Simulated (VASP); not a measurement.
A run of VASP 6.6.1 is set up as follows.

The input INCAR:

```
SYSTEM = MnO
ALGO = Normal ; EDIFF = 1E-6
ENCUT = 520 ; ISIF = 2
ISMEAR = -1 ; ISPIN = 2
LASPH = .True. ; LCHARG = .False.
LMAXMIX = 4 ; LORBIT = 11
LREAL = .False. ; LWAVE = .False.
MAGMOM = 4 0 ; NBANDS = 20
NELM = 150 ; PREC = Accurate
SIGMA = 0.05
```

KPOINTS

```
k-points
0
Gamma
  9 9 9
  0 0 0
```

The input POSCAR:

```
MnO
1.0
    2.9712935166     -1.7169813801      0.0000000000
    2.9712935166      1.7169813801      0.0000000000
   -1.9846287531      0.0000000000      2.8103092467
Mn O
1 1
Direct
    0.5001990000      0.5001990000      0.5006650000
    0.7498025000      0.7498025000      0.2493360000
```

Potentials or basis: VASP PAW LDA potentials, release 64 (Mn_pv, O).

Command:

```sh
$ cat potpaw_LDA.64/Mn_pv/POTCAR potpaw_LDA.64/O/POTCAR > POTCAR
$ mpirun -np 1 vasp_std > vasp.out
```

Question: What does it give for the largest force?

Answer: 0.003 eV/Å.

Question: What does it give for the pressure?

Answer: -13.3 GPa.

Question: Predict the site moments.

Answer: Mn +4.35; O +0.20 μB.

Stress tensor (GPa, compression positive):
```
-13.17   0.00   0.03
  0.00 -13.19   0.00
  0.03   0.00 -13.40
```

Caveat: a cell with one magnetic atom can't hold antiferromagnetic order, which such compounds often take.
